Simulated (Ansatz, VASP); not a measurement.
C: VASP beside Ansatz

INCAR

```
  PREC = Accurate
  ENCUT = 600
  EDIFF = 1E-6
  ISMEAR = 0
  SIGMA = 0.01
  LREAL = False
  LASPH = True
  NELM = 120
  ALGO = Normal
  ISIF = 2
  LWAVE = False
  LCHARG = False
  GGA = PE
  NBANDS = 11
  GGA_COMPAT = False
```

Contents of KPOINTS:

```
Automatic mesh
0
Gamma
  4 4 4
```

File POSCAR:

```
C
1.0
    0.0000000000      1.8184794700      1.8184794700
    1.8184794700      0.0000000000      1.8184794700
    1.8184794700      1.8184794700      0.0000000000
C
2
Direct
    0.0000000000      0.0000000000      0.0000000000
    0.2500000000      0.2500000000      0.2500000000
```

Input for Ansatz:

```yaml
crystal:
  lattice:
    - [0.0, 1.81847947, 1.81847947]
    - [1.81847947, 0.0, 1.81847947]
    - [1.81847947, 1.81847947, 0.0]
  atoms:
    - { symbol: C, position: [0.0, 0.0, 0.0] }
    - { symbol: C, position: [0.25, 0.25, 0.25] }
basis:
  precision: f64
  xc_grid: 2
  ecutwfc: 700
  ecutrho_ratio: 4
kpoints:
  mp_grid: { grid: [4, 4, 4], shift: [0, 0, 0] }
hamiltonian:
  xc: pbe
  dispersion: none
  pseudopotentials:
    kind: paw
    azcp:
      C: "pseudopotentials/C.paw.azcp"
magnetization:
  spin_polarized: false
scf:
  lower_state_search: "off"
  max_iter: 200
  occupations: { method: fixed }
  convergence: { dr2_threshold: "1e-10 eV" }
output:
  forces: true
  stress: true
  eigenvalues: true
```

Alike in both runs: task single point; functional PBE; k mesh 4 × 4 × 4; no spin polarisation.

|  | VASP | Ansatz |
| --- | --- | --- |
| version | VASP 6.6.1 | Ansatz 0.2.0-dev |
| potentials or method | VASP PAW PBE potentials, release 64 (C), cutoff 600 eV | hard PAW set made for 700 eV |
| occupations | gaussian, width 0.01 eV | fixed |

```csv
,VASP,Ansatz,Ansatz less VASP
gap on the k mesh at the Fermi level (eV),4.29,4.30,+0.007
```

The k mesh is coarse, so the values compare programs but aren't converged.
